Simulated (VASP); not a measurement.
# CaS (Fm-3m) in VASP: a series of runs

CaS is run at these levels: PBEsol; tasks: single point, relaxation of cell and atoms.

All numbers are computed with VASP 6.6.1; they aren't measurements. Logs are shortened: lines on timing, memory, paths and dates and some standing lists are left out, and cuts for length are marked.

## (1) The cell of the first run

Symmetry: Fm-3m, No. 225, cubic system. The conventional cell has a = 5.634 Å, b = 5.634 Å, c = 5.634 Å, α = 90.00°, β = 90.00°, γ = 90.00°. Within 3.7 Å of Ca (site symmetry m-3m) lie 6 S at 2.82 Å. Within 3.7 Å of S (site symmetry m-3m) lie 6 Ca at 2.82 Å.

## (2) Single point, PBEsol

File INCAR:

```
ALGO = Normal
EDIFF = 1E-6
ENCUT = 500
GGA = PS
GGA_COMPAT = False
ISIF = 2
ISMEAR = -1
LASPH = True
LCHARG = False
LREAL = False
LWAVE = False
NBANDS = 15
NELM = 120
PREC = Accurate
SIGMA = 0.08
```

File KPOINTS:

```
k-points
0
Gamma
  14 14 14
```

File POSCAR:

```
CaS
1.0
    0.0000000000      2.8171705071      2.8171705071
    2.8171705071      0.0000000000      2.8171705071
    2.8171705071      2.8171705071      0.0000000000
Ca S
1 1
Direct
    0.0000000000      0.0000000000      0.0000000000
    0.5000000000      0.5000000000      0.5000000000
```

Potentials or basis: VASP PAW PBE potentials, release 64 (Ca_sv, S).

Launch:

```
$ cat potpaw_PBE.64/Ca_sv/POTCAR potpaw_PBE.64/S/POTCAR > POTCAR
$ mpirun -np 1 vasp_std > vasp.out
```

OUTCAR:

```text
EDIFF = 1E-6
   ENCUT = 500
   GGA = PS
   ISIF = 2
   ISMEAR = -1
   LASPH = True
   LREAL = False
   NELM = 120
   PREC = Accurate

 ion  position               nearest neighbor table
   1  0.000  0.000  0.000-   2 2.82   2 2.82   2 2.82   2 2.82   2 2.82   2 2.82
   2  0.500  0.500  0.500-   1 2.82   1 2.82   1 2.82   1 2.82   1 2.82   1 2.82

  LATTYP: Found a face centered cubic cell.
 ALAT       =     5.6343410142

  Lattice vectors:

 A1 = (   0.0000000000,   2.8171705071,   2.8171705071)
 A2 = (   2.8171705071,   0.0000000000,   2.8171705071)
 A3 = (   2.8171705071,   2.8171705071,   0.0000000000)

Analysis of symmetry for initial positions (statically):
=====================================================================
 Subroutine PRICEL returns:
 Original cell was already a primitive cell.

 Routine SETGRP: Setting up the symmetry group for a
 face centered cubic supercell.

 Subroutine GETGRP returns: Found 48 space group operations
 (whereof 48 operations were pure point group operations)
 out of a pool of 48 trial point group operations.

The static configuration has the point symmetry O_h .

Analysis of symmetry for dynamics (positions and initial velocities):
=====================================================================
 Subroutine PRICEL returns:
 Original cell was already a primitive cell.

 Routine SETGRP: Setting up the symmetry group for a
 face centered cubic supercell.

 Subroutine GETGRP returns: Found 48 space group operations
 (whereof 48 operations were pure point group operations)
 out of a pool of 48 trial point group operations.

The dynamic configuration has the point symmetry O_h .

 Subroutine INISYM returns: Found 48 space group operations
 (whereof 48 operations are pure point group operations),
 and found     1 'primitive' translations

----------------------------------------------------------------------------------------

                                     Primitive cell

  volume of cell :      44.7167

  direct lattice vectors                    reciprocal lattice vectors
     0.000000000  2.817170507  2.817170507    -0.177483045  0.177483045  0.177483045
     2.817170507  0.000000000  2.817170507     0.177483045 -0.177483045  0.177483045
     2.817170507  2.817170507  0.000000000     0.177483045  0.177483045 -0.177483045

  length of vectors
     3.984080739  3.984080739  3.984080739     0.307409651  0.307409651  0.307409651

  position of ions in fractional coordinates (direct lattice)
     0.000000000  0.000000000  0.000000000
     0.500000000  0.500000000  0.500000000

  ion indices of the primitive-cell ions
   primitive index   ion index
                 1           1
                 2           2

----------------------------------------------------------------------------------------

 KPOINTS: k-points

Automatic generation of k-mesh.
 Grid dimensions read from file:
 generate k-points for:   14   14   14

 Generating k-lattice:

  Cartesian coordinates                     Fractional coordinates (reciprocal lattice)
    -0.012677360  0.012677360  0.012677360     0.071428571  0.000000000  0.000000000
     0.012677360 -0.012677360  0.012677360     0.000000000  0.071428571  0.000000000
     0.012677360  0.012677360 -0.012677360     0.000000000  0.000000000  0.071428571

  Length of vectors
     0.021957832  0.021957832  0.021957832

  Shift w.r.t. Gamma in fractional coordinates (k-lattice)
     0.000000000  0.000000000  0.000000000

 Subroutine IBZKPT returns following result:
 ===========================================

 Found    104 irreducible k-points:

 Following reciprocal coordinates:
            Coordinates               Weight
  0.000000  0.000000  0.000000      1.000000
  0.071429  0.000000  0.000000      8.000000
  0.142857  0.000000  0.000000      8.000000
  0.214286  0.000000  0.000000      8.000000
  0.285714  0.000000  0.000000      8.000000
  0.357143  0.000000  0.000000      8.000000
[... 16 lines left out ...]
  0.214286  0.142857  0.000000     24.000000
  0.285714  0.142857  0.000000     24.000000
 [... further k-points ...]
   k-points           NKPTS =    104   k-points in BZ     NKDIM =    104   number of bands    NBANDS=     15
   number of dos      NEDOS =    301   number of ions     NIONS =      2
   total plane-waves  NPLWV =  27000
   dimension x,y,z NGX =    30 NGY =   30 NGZ =   30
   dimension x,y,z NGXF=    60 NGYF=   60 NGZF=   60
   ions per type =               1   1
   NGX,Y,Z   is equivalent  to a cutoff of  12.52, 12.52, 12.52 a.u.
   NGXF,Y,Z  is equivalent  to a cutoff of  25.04, 25.04, 25.04 a.u.
 SYSTEM =  unknown system
   PREC   = accura    normal or accurate (medium, high low for compatibility)
   ISTART =      0    job   : 0-new  1-cont  2-samecut
   ICHARG =      2    charge: 1-file 2-atom 10-const
   ISPIN  =      1    spin polarized calculation?
   LNONCOLLINEAR =      F non collinear calculations
   LSORBIT =      F    spin-orbit coupling
   LASPH  =      T    aspherical Exc in radial PAW
   ENCUT  =  500.0 eV  36.75 Ry    6.06 a.u.   7.26  7.26  7.26*2*pi/ulx,y,z
   NELM   =    120;   NELMIN=  2; NELMDL= -5     # of ELM steps
   EDIFF  = 0.1E-05   stopping-criterion for ELM
   LREAL  =      F    real-space projection
   EDIFFG = 0.1E-04   stopping-criterion for IOM
   NSW    =      0    number of steps for IOM
   IBRION =     -1    ionic relax: 0-MD 1-quasi-New 2-CG
   NFREE  =      0    steps in history (QN), initial steepest desc. (CG)
   ISIF   =      2    stress and relaxation
   ISYM   =      2    0-nonsym 1-usesym 2-fastsym
   POTIM  = 0.5000    time-step for ionic-motion
   TEBEG  =    0.0;   TEEND  =   0.0 temperature during run
   PSTRESS=    0.0 pullay stress
   NELECT =      16.0000    total number of electrons
   NUPDOWN=      -1.0000    fix difference up-down
   EMIN   =  10.00;   EMAX   =-10.00  energy-range for DOS
   EFERMI =   0.00;   METHOD = LEGACY
   ISMEAR =    -1;   SIGMA  =   0.08  broadening in eV -4-tet -1-fermi 0-gaus
   EFERMI_NEDOS =   21; number of points for ismear=-14 and -15
   IALGO  =     38    algorithm
   IMIX   =      4    mixing-type and parameters
     AMIX     =   0.40;   BMIX     =  1.00
     AMIX_MAG =   1.60;   BMIX_MAG =  1.00
  volume/ion in A,a.u.               =      22.36       150.88
  Fermi-wavevector in a.u.,A,eV,Ry     =   1.162229  2.196294 18.378425  1.350776
  Thomas-Fermi vector in A             =   2.298792
   LORBIT       =      0    0 simple, 1 ext, 2 COOP (PROOUT), +10 PAW based schemes
   GGA     = PS    functional components
   LHFCALC =     F    Hartree Fock is set to
   AEXX    =    0.0000 exact exchange contribution
   IVDW    =     0    specifies the selected vdW correction
   LEPSILON=     F    determine dielectric tensor
   LRPA    =     F    only Hartree local field effects (RPA)
 non-spin polarized calculation
  energy-cutoff  :      500.00
  volume of cell :       44.72
 maximum number of plane-waves:      1158
 NGX is ok and might be reduce to    30
   NGX = 15   NGY = 15   NGZ = 15

 number of electron      16.0000000 magnetization

 Free energy of the ion-electron system (eV)
  ---------------------------------------------------
  ext. energy  EPLUGINS =         0.00000000
  ---------------------------------------------------
  free energy    TOTEN  =       -10.91606418 eV

  energy without entropy =      -10.91606415  energy(sigma->0) =      -10.91606417

 E-fermi :   3.9866     XC(G=0):  -9.6464

 val. band max:        2.8812758114   @ k =   0.0000   0.0000   0.0000
 cond. band min:       5.0355628580   @ k =   0.5000   0.5000   0.0000
 fundamental gap:      2.1542870466
 Fermi energy:         3.9866153318

 k-point     1 :       0.0000    0.0000    0.0000
  band No.  band energies     occupation
      1     -36.0053      2.00000
      2     -17.0716      2.00000
      3     -17.0716      2.00000
      4     -17.0716      2.00000
      5      -8.5581      2.00000
      6       2.8813      2.00000
      7       2.8813      2.00000
      8       2.8813      2.00000
      9       6.9571      0.00000
     10       6.9571      0.00000
     11       6.9571      0.00000
     12       7.0516      0.00000
     13       7.6149      0.00000
     14       7.6149      0.00000
     15      13.5908      0.00000

 k-point     2 :       0.0714    0.0000    0.0000
  band No.  band energies     occupation
      1     -36.0046      2.00000
      2     -17.0820      2.00000
      3     -17.0724      2.00000
      4     -17.0724      2.00000
      5      -8.5180      2.00000
      6       2.6194      2.00000
      7       2.7934      2.00000
      8       2.7934      2.00000
      9       6.9612      0.00000
     10       7.0411      0.00000
     11       7.0411      0.00000
     12       7.3369      0.00000
     13       7.7618      0.00000
     14       7.7618      0.00000
     15      13.7129      0.00000

 k-point     3 :       0.1429    0.0000    0.0000
  band No.  band energies     occupation
      1     -36.0026      2.00000
      2     -17.1109      2.00000
      3     -17.0745      2.00000
      4     -17.0745      2.00000
      5      -8.4037      2.00000
      6       2.0078      2.00000
      7       2.5706      2.00000
      8       2.5706      2.00000
      9       6.9626      0.00000
     10       7.2685      0.00000
     11       7.2685      0.00000
     12       8.0428      0.00000
     13       8.1779      0.00000
     14       8.1779      0.00000
     15      13.8476      0.00000
[... 343 lines left out ...]
 k-point    23 :       0.2143    0.1429    0.0000
  band No.  band energies     occupation
      1     -35.9997      2.00000
      2     -17.1336      2.00000
      3     -17.0875      2.00000
      4     -17.0856      2.00000
      5      -8.2555      2.00000
      6       1.3094      2.00000
      7       2.4094      2.00000
      8       2.4585      2.00000
      9       6.3719      0.00000
     10       7.7603      0.00000
     11       7.8902      0.00000
     12       8.1684      0.00000
     13       8.1768      0.00000
     14      10.0088      0.00000
     15      14.0564      0.00000

 k-point    24 :       0.2857    0.1429    0.0000
  band No.  band energies     occupation
      1     -35.9969      2.00000
      2     -17.1692      2.00000
      3     -17.0921      2.00000
      4     -17.0888      2.00000
      5      -8.1040      2.00000
      6       0.8599      2.00000
      7       2.0926      2.00000
      8       2.2433      2.00000
      9       6.4676      0.00000
     10       8.1089      0.00000
     11       8.2049      0.00000
     12       8.6973      0.00000
     13       8.7216      0.00000
     14      10.6508      0.00000
     15      13.2662      0.00000

 [... further k-points ...]

------------------------ aborting loop because EDIFF is reached ----------------------------------------

  FORCE on cell =-STRESS in cart. coord.  units (eV):
  Direction    XX          YY          ZZ          XY          YZ          ZX
  --------------------------------------------------------------------------------------
  -------------------------------------------------------------------------------------
  Total        0.0422775      0.0422775      0.0422775      0.0000000      0.0000000     -0.0000000
  in kB        1.5147826      1.5147826      1.5147826      0.0000000      0.0000000     -0.0000000
  external PRESSURE =       1.5147826 kB  Pullay stress =       0.0000000 kB

 VOLUME and BASIS-vectors are now :
 -----------------------------------------------------------------------------
  energy-cutoff  :      500.00
  volume of cell :       44.72
      direct lattice vectors                 reciprocal lattice vectors
     0.000000000  2.817170507  2.817170507    -0.177483045  0.177483045  0.177483045
     2.817170507  0.000000000  2.817170507     0.177483045 -0.177483045  0.177483045
     2.817170507  2.817170507  0.000000000     0.177483045  0.177483045 -0.177483045

 POSITION                                       TOTAL-FORCE (eV/Angst)
 -----------------------------------------------------------------------------------
      0.00000      0.00000      0.00000         0.000000      0.000000      0.000000
      2.81717      2.81717      2.81717        -0.000000     -0.000000     -0.000000
 -----------------------------------------------------------------------------------
    total drift:                               -0.000000      0.000000      0.000000

  FREE ENERGIE OF THE ION-ELECTRON SYSTEM (eV)
  ---------------------------------------------------
  free  energy   TOTEN  =       -10.9160641841 eV

  energy  without entropy=      -10.9160641483  energy(sigma->0) =      -10.91606417
```

It took 32 s on 1 thread of Intel Xeon 6975P-C (Granite Rapids), shared host; peak memory 0.21 GiB.

Results:

* Free energy: -10.9161 eV
* Pressure: 0.2 GPa
* Band gap on the k mesh: 2.15 eV (least direct gap 3.00 eV)

Caveat: the PAW data sets were made with another functional, which shifts forces and pressure a little. A k mesh can miss the band edges.

## (3) Relaxation of cell and atoms, PBEsol

This run uses another cell than the first one, of 22.98 Å³/atom.

File INCAR:

```
  PREC = Accurate
  ENCUT = 500
  EDIFF = 1E-7
  ISMEAR = -1
  SIGMA = 0.08
  LREAL = F
  LASPH = T
  NELM = 120
  ALGO = Normal
  ISIF = 3
  LWAVE = F
  LCHARG = F
  GGA = PS
  IBRION = 2
  NSW = 100
  EDIFFG = -0.002
  GGA_COMPAT = F
  NELMIN = 4
```

File KPOINTS:

```
regular mesh
0
Gamma
  14 14 14
```

File POSCAR:

```
CaS
1.0
    0.0000000000      2.8430000000      2.8430000000
    2.8430000000      0.0000000000      2.8430000000
    2.8430000000      2.8430000000      0.0000000000
Ca S
1 1
Direct
    0.0000000000      0.0000000000      0.0000000000
    0.5000000000      0.5000000000      0.5000000000
```

Potentials or basis: VASP PAW PBE potentials, release 64 (Ca_sv, S).

Launch:

```
$ cat potpaw_PBE.64/Ca_sv/POTCAR potpaw_PBE.64/S/POTCAR > POTCAR
$ mpirun -np 1 vasp_std > vasp.out
```

Run time: 86 s. Hardware: 1 thread of Intel Xeon 6975P-C (Granite Rapids), shared host; peak memory 0.21 GiB.

It converged, with:

```
Free energy                           : -10.9167 eV
Relaxed volume                        : 22.41 Å³/atom
Relaxed cell                          : a = 3.987 Å, b = 3.987 Å, c = 3.987 Å, α = 60.00°, β = 60.00°, γ = 60.00°
Space group after relaxing (to 0.1 Å) : Fm-3m (No. 225)
Energy gained by relaxing             : 2.6 meV/atom
Ionic steps                           : 3
Pressure after relaxing               : 0.0 GPa
Band gap on the k mesh                : 2.16 eV (least direct gap 3.00 eV)
```

The path:
```csv
step,energy change (eV),largest force (eV/Å),pressure (GPa),volume (Å³)
1,0.0000,0.0000,-1.46,45.96
2,-0.0050,0.0000,0.35,44.58
3,-0.0053,0.0000,0.00,44.83
```

Final structure:
```cif
data_structure
_symmetry_space_group_name_H-M 'P 1'
_symmetry_Int_Tables_number 1
_cell_length_a 3.9873
_cell_length_b 3.9873
_cell_length_c 3.9873
_cell_angle_alpha 60.000
_cell_angle_beta 60.000
_cell_angle_gamma 60.000
_cell_volume 44.83
loop_
_atom_site_label
_atom_site_type_symbol
_atom_site_fract_x
_atom_site_fract_y
_atom_site_fract_z
_atom_site_occupancy
Ca1 Ca 0.00000 0.00000 0.00000 1
S1 S 0.50000 0.50000 0.50000 1
```

Levels at points of the mesh, in eV from the valence-band top:
```
           k point  band 5  band 6  band 7  band 8  band 9  band 10  band 11  band 12
(0.00, 0.00, 0.00)  -11.43    0.00    0.00    0.00    4.08     4.08     4.08     4.16
(0.50, 0.00, 0.00)  -10.53   -3.27   -1.24   -1.24    5.11     6.11     6.26     6.26
(0.50, 0.50, 0.00)  -10.76   -2.38   -0.84   -0.84    2.16     5.64     6.03     6.90
```

Caveat: the PAW data sets were made with another functional, which shifts forces and pressure a little. A k mesh can miss the band edges.
